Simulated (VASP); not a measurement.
Wanted: the native input for a VASP 6.6.1 run.

```
Task                   : single point
Functional             : PBE
Potentials or basis    : VASP PAW PBE potentials, release 64 (Ru_pv, Au)
Cutoff                 : 520 eV
k mesh                 : 8 × 8 × 8
Occupations            : fermi-dirac, width 0.05 eV
Spin                   : no spin polarisation
Dipole correction      : no
Further INCAR settings : ALGO = Fast; EDIFF = 1e-07; NBANDS = 20
```

The structure of RuAu lies in POSCAR:

```
RuAu
1.0
    3.2064570128      0.0000000000      0.0000000000
    0.0000000000      3.2064570128      0.0000000000
    0.0000000000      0.0000000000      3.2064570128
Ru Au
1 1
Direct
    0.0000000000      0.0000000000      0.0000000000
    0.5000000000      0.5000000000      0.5000000000
```

These files were run (other wordings do the same):

INCAR

```
  PREC = Accurate
  ENCUT = 520
  EDIFF = 1E-7
  ISMEAR = -1
  SIGMA = 0.05
  LREAL = False
  LASPH = True
  NELM = 80
  ALGO = Fast
  ISIF = 2
  LWAVE = False
  LCHARG = False
  GGA = PE
  NBANDS = 20
```

KPOINTS

```
Automatic mesh
0
Gamma
  8 8 8
```

Potentials or basis: VASP PAW PBE potentials, release 64 (Ru_pv, Au).

Launch:

```console
$ cat potpaw_PBE.64/Ru_pv/POTCAR potpaw_PBE.64/Au/POTCAR > POTCAR
$ mpirun -np 1 vasp_std > vasp.out
```

It gave:

```yaml
Pressure: -7.2 GPa
```

Run time: 28 s on 1 thread of Intel Xeon 8259CL, with other jobs on the host, peak memory 0.15 GiB.
